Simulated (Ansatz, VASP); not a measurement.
## SnO: VASP beside Ansatz

Contents of INCAR:

```
  PREC = Accurate
  ENCUT = 520
  EDIFF = 1E-7
  ISMEAR = 0
  SIGMA = 0.05
  LREAL = False
  LASPH = True
  NELM = 100
  ALGO = Normal
  ISIF = 2
  LWAVE = False
  LCHARG = False
  LDIPOL = True
  IDIPOL = 3
  DIPOL = 0.5 0.5 0.404
  GGA = PE
  IVDW = 12
  NBANDS = 50
```

The input KPOINTS:

```
regular mesh
0
Gamma
  7 7 1
```

POSCAR

```
SnO
1.0
    3.8201629585      0.0000000000      0.0000000000
    0.0000000000      3.8201629585      0.0000000000
    0.0000000000      0.0000000000     22.2260830948
Sn O
4 4
Direct
    0.7500000000      0.2500000000      0.2024648239
    0.2500000000      0.7500000000      0.3087832219
    0.3750000000      1.1250000000      0.5000000000
    0.8750000000      0.6250000000      0.6063183980
    0.2500000000      0.2500000000      0.2556240229
    0.7500000000      0.7500000000      0.2556240229
    0.8750000000      1.1250000000      0.5531591990
    0.3750000000      0.6250000000      0.5531591990
```

Input for Ansatz:

```yaml
crystal:
  lattice:
    - [3.8201629585, 0.0, 0.0]
    - [0.0, 3.8201629585, 0.0]
    - [0.0, 0.0, 22.2260830948]
  atoms:
    - { symbol: Sn, position: [0.75, 0.25, 0.2024648239] }
    - { symbol: O, position: [0.25, 0.25, 0.2556240229] }
    - { symbol: O, position: [0.75, 0.75, 0.2556240229] }
    - { symbol: Sn, position: [0.25, 0.75, 0.3087832219] }
    - { symbol: Sn, position: [0.375, 1.125, 0.5] }
    - { symbol: O, position: [0.875, 1.125, 0.553159199] }
    - { symbol: O, position: [0.375, 0.625, 0.553159199] }
    - { symbol: Sn, position: [0.875, 0.625, 0.606318398] }
basis:
  ecutwfc: 420
kpoints:
  mp_grid: { grid: [7, 7, 1] }
hamiltonian:
  xc: pbe
  pseudopotentials: { kind: paw, azcp: { folder: soft_1 } }
  dispersion: d3bj
scf:
  occupations: { method: gaussian, width: 0.05 }
output:
  forces: true
  eigenvalues: true
efield:
  axis: 3
  dipole_correction: true
  ramp_width: 0.04
```

Alike in both runs: task single point; functional PBE; dispersion D3(BJ); k mesh 7 × 7 × 1; occupations gaussian, width 0.05 eV; no spin polarisation.

|  | VASP | Ansatz |
| --- | --- | --- |
| version | VASP 6.6.1 | Ansatz 0.2.0 |
| potentials or method | VASP PAW PBE potentials, release 64 (Sn_d, O), cutoff 520 eV | scalar-relativistic, plane waves, PAW |
| valence electrons in the cell | 80 | 80 |

VASP gave:

| Item | Value |
| --- | --- |
| gap on the k mesh at the Fermi level (eV) | 2.54 |
| least direct gap on the mesh (eV) | 2.58 |
| rms of the force components (eV/Å) | 0.047 |

Which values does Ansatz return?

gap on the k mesh at the Fermi level (eV): 2.55; least direct gap on the mesh (eV): 2.62; rms of the force components (eV/Å): 0.015.
